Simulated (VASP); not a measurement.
**TiC: electric field gradients with PBEsol**

TiC:

```
Ti C
1.0
     0.00000    2.14948    2.14948
     2.14948    0.00000    2.14948
     2.14948    2.14948    0.00000
Ti C
1 1
Direct
  0.00000 0.00000 0.00000
  0.50000 0.50000 0.50000
```

| Quantity | Value |
| --- | --- |
| Program | VASP 6.6.1 |
| Task | electric field gradients |
| Functional | PBEsol |
| Potentials or basis | VASP PAW PBE potentials, release 64 (Ti_sv, C) |
| Cutoff | 520 eV |
| k mesh | 16 × 16 × 16 |
| Occupations | fermi-dirac, width 0.03 eV |
| Spin | no spin polarisation |
| Dipole correction | no |
| Further INCAR settings | ALGO = Normal; EDIFF = 1e-08; NBANDS = 15 |

```
Pressure                                : -0.8 GPa
Band gap on the k mesh                  : zero (bands 8 and 9 overlap by 1.08 eV)
Largest electric field gradient by atom : under 0.05 V/Å² on every atom
```

Levels at points of the mesh, in eV from the Fermi level:
```
           k point  band 5  band 6  band 7  band 8  band 9  band 10  band 11  band 12
(0.00, 0.00, 0.00)  -12.46    0.69    0.69    0.69    1.75     1.75     1.75     1.79
(0.50, 0.00, 0.00)   -8.82   -5.96   -2.95   -2.95    3.02     3.02     4.25     8.30
(0.50, 0.50, 0.00)  -10.13   -3.44   -1.73    0.01    0.01     2.83     3.65     3.65
```

Run time: 54 s on 1 thread of Intel Xeon 8259CL (shared host), peak memory 0.17 GiB.

Caveat: the PAW data sets were made with another functional, which shifts forces and pressure a little.
